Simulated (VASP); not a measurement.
# LiCl (I4/mmm) in VASP: further runs

LiCl is run at these levels: PBE; tasks: single point.

All numbers are computed with VASP 6.6.1; they aren't measurements. Logs are shortened: lines on timing, memory, paths and dates and some standing lists are left out, and cuts for length are marked.

## (1) The cell of the first run

It takes space group I4/mmm (No. 139, tetragonal). The conventional cell has a = 3.446 Å, b = 3.446 Å, c = 5.386 Å, α = 90.00°, β = 90.00°, γ = 90.00°. Li (site symmetry 4/mmm) has 6 Cl at 2.44 to 2.69 Å within 3.2 Å. Within 3.2 Å of Cl (site symmetry 4/mmm) lie 6 Li at 2.44 to 2.69 Å.

## (2) Single point, PBE (strain -0.050 along x and y, +0.050 along z)

Input file INCAR:

```
SYSTEM = LiCl
PREC = Accurate
ENCUT = 520
EDIFF = 1E-6
ISMEAR = 0
SIGMA = 0.05
LREAL = .FALSE.
LASPH = .TRUE.
NELM = 100
ALGO = Normal
ISIF = 2
LWAVE = .FALSE.
LCHARG = .FALSE.
GGA = PE
NBANDS = 12
```

Input file KPOINTS:

```
Automatic mesh
0
G
  8 8 8
  0 0 0
```

Input file POSCAR:

```
LiCl
1.0
    0.0000000000      2.4365220000      2.6929980000
    2.4365220000      0.0000000000      2.6929980000
    2.4365220000      2.4365220000      0.0000000000
Li Cl
1 1
Direct
    0.0000000000      0.0000000000      0.0000000000
    0.5000000000      0.5000000000      0.5000000000
```

Potentials or basis: VASP PAW PBE potentials, release 64 (Li_sv, Cl).

Command:

```bash
$ cat potpaw_PBE.64/Li_sv/POTCAR potpaw_PBE.64/Cl/POTCAR > POTCAR
$ mpirun -np 1 vasp_std > vasp.out
```

OUTCAR:

```text
SYSTEM = LiCl
   PREC = Accurate
   ENCUT = 520
   EDIFF = 1E-6
   ISMEAR = 0
   LREAL = .FALSE.
   LASPH = .TRUE.
   NELM = 100
   ISIF = 2
   GGA = PE

 ion  position               nearest neighbor table
   1  0.000  0.000  0.000-   2 2.44   2 2.44   2 2.44   2 2.44
   2  0.500  0.500  0.500-   1 2.44   1 2.44   1 2.44   1 2.44

  LATTYP: Found a body centered tetragonal cell.
 ALAT       =     3.4457624574
 C/A-ratio  =     1.5630781479

  Lattice vectors:

 A1 = (  -2.4365220000,   0.0000000000,   2.6929980000)
 A2 = (   2.4365220000,   0.0000000000,   2.6929980000)
 A3 = (   0.0000000000,   2.4365220000,  -2.6929980000)

Analysis of symmetry for initial positions (statically):
=====================================================================
 Subroutine PRICEL returns:
 Original cell was already a primitive cell.

 Routine SETGRP: Setting up the symmetry group for a
 body centered tetragonal supercell.

 Subroutine GETGRP returns: Found 16 space group operations
 (whereof 16 operations were pure point group operations)
 out of a pool of 16 trial point group operations.

The static configuration has the point symmetry D_4h.

Analysis of symmetry for dynamics (positions and initial velocities):
=====================================================================
 Subroutine PRICEL returns:
 Original cell was already a primitive cell.

 Routine SETGRP: Setting up the symmetry group for a
 body centered tetragonal supercell.

 Subroutine GETGRP returns: Found 16 space group operations
 (whereof 16 operations were pure point group operations)
 out of a pool of 16 trial point group operations.

The dynamic configuration has the point symmetry D_4h.

 Subroutine INISYM returns: Found 16 space group operations
 (whereof 16 operations are pure point group operations),
 and found     1 'primitive' translations

----------------------------------------------------------------------------------------

                                     Primitive cell

  volume of cell :      31.9747

  direct lattice vectors                    reciprocal lattice vectors
     0.000000000  2.436522000  2.692998000    -0.205210542  0.205210542  0.185666681
     2.436522000  0.000000000  2.692998000     0.205210542 -0.205210542  0.185666681
     2.436522000  2.436522000  0.000000000     0.205210542  0.205210542 -0.185666681

  length of vectors
     3.631649444  3.631649444  3.445762457     0.344521189  0.344521189  0.344521189

  position of ions in fractional coordinates (direct lattice)
     0.000000000  0.000000000  0.000000000
     0.500000000  0.500000000  0.500000000

  ion indices of the primitive-cell ions
   primitive index   ion index
                 1           1
                 2           2

----------------------------------------------------------------------------------------

 KPOINTS: Automatic mesh

Automatic generation of k-mesh.
 Grid dimensions read from file:
 generate k-points for:    8    8    8

 Generating k-lattice:

  Cartesian coordinates                     Fractional coordinates (reciprocal lattice)
    -0.025651318  0.025651318  0.023208335     0.125000000  0.000000000  0.000000000
     0.025651318 -0.025651318  0.023208335     0.000000000  0.125000000  0.000000000
     0.025651318  0.025651318 -0.023208335     0.000000000  0.000000000  0.125000000

  Length of vectors
     0.043065149  0.043065149  0.043065149

  Shift w.r.t. Gamma in fractional coordinates (k-lattice)
     0.000000000  0.000000000  0.000000000

 Subroutine IBZKPT returns following result:
 ===========================================

 Found     59 irreducible k-points:

 Following reciprocal coordinates:
            Coordinates               Weight
  0.000000  0.000000  0.000000      1.000000
  0.125000 -0.000000  0.000000      8.000000
  0.250000 -0.000000  0.000000      8.000000
  0.375000  0.000000  0.000000      8.000000
  0.500000 -0.000000  0.000000      4.000000
  0.125000  0.125000  0.000000      2.000000
[... 16 lines left out ...]
  0.250000 -0.000000  0.125000     16.000000
  0.375000  0.000000  0.125000     16.000000
 [... further k-points ...]
   k-points           NKPTS =     59   k-points in BZ     NKDIM =     59   number of bands    NBANDS=     12
   number of dos      NEDOS =    301   number of ions     NIONS =      2
   total plane-waves  NPLWV =  21952
   dimension x,y,z NGX =    28 NGY =   28 NGZ =   28
   dimension x,y,z NGXF=    56 NGYF=   56 NGZF=   56
   ions per type =               1   1
   NGX,Y,Z   is equivalent  to a cutoff of  12.82, 12.82, 13.51 a.u.
   NGXF,Y,Z  is equivalent  to a cutoff of  25.64, 25.64, 27.02 a.u.
 SYSTEM =  LiCl
   PREC   = accura    normal or accurate (medium, high low for compatibility)
   ISTART =      0    job   : 0-new  1-cont  2-samecut
   ICHARG =      2    charge: 1-file 2-atom 10-const
   ISPIN  =      1    spin polarized calculation?
   LNONCOLLINEAR =      F non collinear calculations
   LSORBIT =      F    spin-orbit coupling
   LASPH  =      T    aspherical Exc in radial PAW
   ENCUT  =  520.0 eV  38.22 Ry    6.18 a.u.   6.75  6.75  6.41*2*pi/ulx,y,z
   NELM   =    100;   NELMIN=  2; NELMDL= -5     # of ELM steps
   EDIFF  = 0.1E-05   stopping-criterion for ELM
   LREAL  =      F    real-space projection
   EDIFFG = 0.1E-04   stopping-criterion for IOM
   NSW    =      0    number of steps for IOM
   IBRION =     -1    ionic relax: 0-MD 1-quasi-New 2-CG
   NFREE  =      0    steps in history (QN), initial steepest desc. (CG)
   ISIF   =      2    stress and relaxation
   ISYM   =      2    0-nonsym 1-usesym 2-fastsym
   POTIM  = 0.5000    time-step for ionic-motion
   TEBEG  =    0.0;   TEEND  =   0.0 temperature during run
   PSTRESS=    0.0 pullay stress
   NELECT =      10.0000    total number of electrons
   NUPDOWN=      -1.0000    fix difference up-down
   EMIN   =  10.00;   EMAX   =-10.00  energy-range for DOS
   EFERMI =   0.00;   METHOD = LEGACY
   ISMEAR =     0;   SIGMA  =   0.05  broadening in eV -4-tet -1-fermi 0-gaus
   EFERMI_NEDOS =   21; number of points for ismear=-14 and -15
   IALGO  =     38    algorithm
   IMIX   =      4    mixing-type and parameters
     AMIX     =   0.40;   BMIX     =  1.00
     AMIX_MAG =   1.60;   BMIX_MAG =  1.00
  volume/ion in A,a.u.               =      15.99       107.89
  Fermi-wavevector in a.u.,A,eV,Ry     =   1.111235  2.099930 16.801064  1.234843
  Thomas-Fermi vector in A             =   2.247796
   LORBIT       =      0    0 simple, 1 ext, 2 COOP (PROOUT), +10 PAW based schemes
   GGA     = PE    functional components
   LHFCALC =     F    Hartree Fock is set to
   AEXX    =    0.0000 exact exchange contribution
   IVDW    =     0    specifies the selected vdW correction
   LEPSILON=     F    determine dielectric tensor
   LRPA    =     F    only Hartree local field effects (RPA)
 non-spin polarized calculation
 Gauss-broadening in eV      SIGMA  =   0.05
  energy-cutoff  :      520.00
  volume of cell :       31.97
 maximum number of plane-waves:       871
   NGX = 13   NGY = 13   NGZ = 13

 number of electron      10.0000000 magnetization

 number of electron       9.9999993 magnetization

 Free energy of the ion-electron system (eV)
  ---------------------------------------------------
  ext. energy  EPLUGINS =         0.00000000
  ---------------------------------------------------
  free energy    TOTEN  =        -7.34210769 eV

  energy without entropy =       -7.34210769  energy(sigma->0) =       -7.34210769

 E-fermi :   1.4548     XC(G=0):  -8.9505

 val. band max:        1.0923467536   @ k =   0.0000   0.0000   0.0000
 cond. band min:       7.6338189883   @ k =   0.0000   0.0000   0.0000
 fundamental gap:      6.5414722347
 Fermi energy:         1.4548235025

 k-point     1 :       0.0000    0.0000    0.0000
  band No.  band energies     occupation
      1     -42.4167      2.00000
      2     -12.6154      2.00000
      3       0.9009      2.00000
      4       0.9009      2.00000
      5       1.0923      2.00000
      6       7.6338      0.00000
      7      12.4232      0.00000
      8      13.3431      0.00000
      9      13.3431      0.00000
     10      14.6589      0.00000
     11      14.9477      0.00000
     12      16.5634      0.00000

 k-point     2 :       0.1250   -0.0000    0.0000
  band No.  band energies     occupation
      1     -42.4161      2.00000
      2     -12.5314      2.00000
      3       0.3846      2.00000
      4       0.8916      2.00000
      5       0.9698      2.00000
      6       8.0957      0.00000
      7      12.1677      0.00000
      8      12.4311      0.00000
      9      13.4333      0.00000
     10      14.0060      0.00000
     11      14.6209      0.00000
     12      16.1922      0.00000

 k-point     3 :       0.2500   -0.0000    0.0000
  band No.  band energies     occupation
      1     -42.4147      2.00000
      2     -12.3164      2.00000
      3      -0.7304      2.00000
      4       0.7815      2.00000
      5       0.8732      2.00000
      6       8.4005      0.00000
      7      11.2676      0.00000
      8      12.2456      0.00000
      9      12.3057      0.00000
     10      15.0977      0.00000
     11      15.1573      0.00000
     12      16.9701      0.00000
[... 286 lines left out ...]
 k-point    23 :       0.2500   -0.0000    0.1250
  band No.  band energies     occupation
      1     -42.4146      2.00000
      2     -12.3143      2.00000
      3      -0.4606      2.00000
      4       0.5322      2.00000
      5       0.7519      2.00000
      6       9.0211      0.00000
      7      11.2628      0.00000
      8      11.6128      0.00000
      9      12.5085      0.00000
     10      13.7719      0.00000
     11      16.0061      0.00000
     12      17.7133      0.00000

 k-point    24 :       0.3750    0.0000    0.1250
  band No.  band energies     occupation
      1     -42.4133      2.00000
      2     -12.0772      2.00000
      3      -1.4286      2.00000
      4       0.4588      2.00000
      5       0.5386      2.00000
      6       8.7258      0.00000
      7      10.7808      0.00000
      8      11.5341      0.00000
      9      12.3328      0.00000
     10      15.3495      0.00000
     11      17.6984      0.00000
     12      18.7144      0.00000

 [... further k-points ...]

------------------------ aborting loop because EDIFF is reached ----------------------------------------

  FORCE on cell =-STRESS in cart. coord.  units (eV):
  Direction    XX          YY          ZZ          XY          YZ          ZX
  --------------------------------------------------------------------------------------
  -------------------------------------------------------------------------------------
  Total        0.8853504      0.8853504      0.0430617      0.0000000      0.0000000     -0.0000000
  in kB       44.3628124     44.3628124      2.1577177      0.0000000      0.0000000     -0.0000000
  external PRESSURE =      30.2944475 kB  Pullay stress =       0.0000000 kB

 VOLUME and BASIS-vectors are now :
 -----------------------------------------------------------------------------
  energy-cutoff  :      520.00
  volume of cell :       31.97
      direct lattice vectors                 reciprocal lattice vectors
     0.000000000  2.436522000  2.692998000    -0.205210542  0.205210542  0.185666681
     2.436522000  0.000000000  2.692998000     0.205210542 -0.205210542  0.185666681
     2.436522000  2.436522000  0.000000000     0.205210542  0.205210542 -0.185666681

 POSITION                                       TOTAL-FORCE (eV/Angst)
 -----------------------------------------------------------------------------------
      0.00000      0.00000      0.00000         0.000000      0.000000      0.000000
      2.43652      2.43652      2.69300        -0.000000     -0.000000     -0.000000
 -----------------------------------------------------------------------------------
    total drift:                                0.000000      0.000000      0.000000

  FREE ENERGIE OF THE ION-ELECTRON SYSTEM (eV)
  ---------------------------------------------------
  free  energy   TOTEN  =        -7.3421076894 eV

  energy  without entropy=       -7.3421076894  energy(sigma->0) =       -7.34210769
```

It took 31 s on 1 thread of Intel Xeon Platinum 8259CL at 2.50GHz (Skylake/Cascade Lake), shared host; peak memory 0.16 GiB.

Results:

| Property | Result |
| --- | --- |
| Free energy | -7.3421 eV |
| Band gap on the k mesh | 6.54 eV |

Levels at points of the mesh, in eV from the valence-band top:
```
           k point  band 2  band 3  band 4  band 5  band 6  band 7  band 8  band 9
(0.00, 0.00, 0.00)  -13.71   -0.19   -0.19    0.00    6.54   11.33   12.25   12.25
(0.50, 0.00, 0.00)  -13.07   -3.14   -0.54   -0.24    6.66    9.14    9.83   13.39
(0.50, 0.50, 0.00)  -12.93   -3.25   -1.09   -1.09    8.18    8.43   11.91   15.02
(0.50, 0.00, 0.50)  -12.71   -3.26   -1.78   -1.07    7.89    8.01   13.25   13.32
```

Caveat: the cell differs from its parent crystal (strain -0.050 along x and y, +0.050 along z); the cutoff is under 1.25 times the usual one of these potentials, so pressure, stress and relaxed cells hold a basis-set (Pulay) error. A k mesh can miss the band edges.

[end of part 1 of 2]
